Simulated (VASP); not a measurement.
Write the native input for VASP 6.6.1 that does the following.

- Task: electric field gradients
- Functional: r2SCAN
- Potentials or basis: VASP PAW PBE potentials, release 64 (Li_sv)
- Cutoff: 520 eV
- k mesh: 16 × 16 × 9
- Occupations: fermi-dirac, width 0.05 eV
- Spin: no spin polarisation
- Dipole correction: no
- Further INCAR settings: ALGO = Normal; EDIFF = 1e-08; NBANDS = 10

Crystal: Li.

```xyz
2
Lattice="3.0544 0.0000 0.0000 -1.5272 2.6452 0.0000 0.0000 0.0000 4.9952" Properties=species:S:1:pos:R:3 pbc="T T T"
Li    0.0000    1.7635    1.2488
Li    1.5272    0.8817    3.7464
```

The input as run:

POSCAR

```
Li
1.0
    3.0544211454      0.0000000000      0.0000000000
   -1.5272105727      2.6452063058      0.0000000000
    0.0000000000      0.0000000000      4.9952014092
Li
2
Direct
    0.3333333333      0.6666666667      0.2500000000
    0.6666666667      0.3333333333      0.7500000000
```

INCAR.step1

```
ALGO = Normal ; EDIFF = 1E-4
ENCUT = 520 ; GGA = PE
ISMEAR = -1 ; LASPH = T
LCHARG = F ; LREAL = F
LWAVE = T ; NBANDS = 10
NELM = 60 ; PREC = Accurate
SIGMA = 0.05
```

INCAR.step2

```
ALGO = Normal ; EDIFF = 1E-8
ENCUT = 520 ; ISIF = 2
ISMEAR = -1 ; ISTART = 1
LASPH = T ; LCHARG = F
LEFG = T ; LMIXTAU = T
LREAL = F ; LWAVE = F
METAGGA = R2SCAN ; NBANDS = 10
NELM = 60 ; PREC = Accurate
SIGMA = 0.05
```

KPOINTS

```
k-points
0
Gamma
  16 16 9
```

Potentials or basis: VASP PAW PBE potentials, release 64 (Li_sv).

Run with:

```console
$ cat potpaw_PBE.64/Li_sv/POTCAR > POTCAR
$ cp INCAR.step1 INCAR
$ mpirun -np 1 vasp_std > vasp.out
$ cp INCAR.step2 INCAR
$ mpirun -np 1 vasp_std > vasp.out
```

Results of the run:

The band gap on the k mesh is zero (band 3 reaches 2.59 eV, above the bottom of band 4 at -1.75 eV).

Caveat: without QUAD_EFG the Cq values of the log hold for a quadrupole moment of 1 mb, not for the nuclei.

Wall time 2.7 min on 1 thread of Intel Xeon 6975P-C (shared host), peak memory 0.19 GiB.
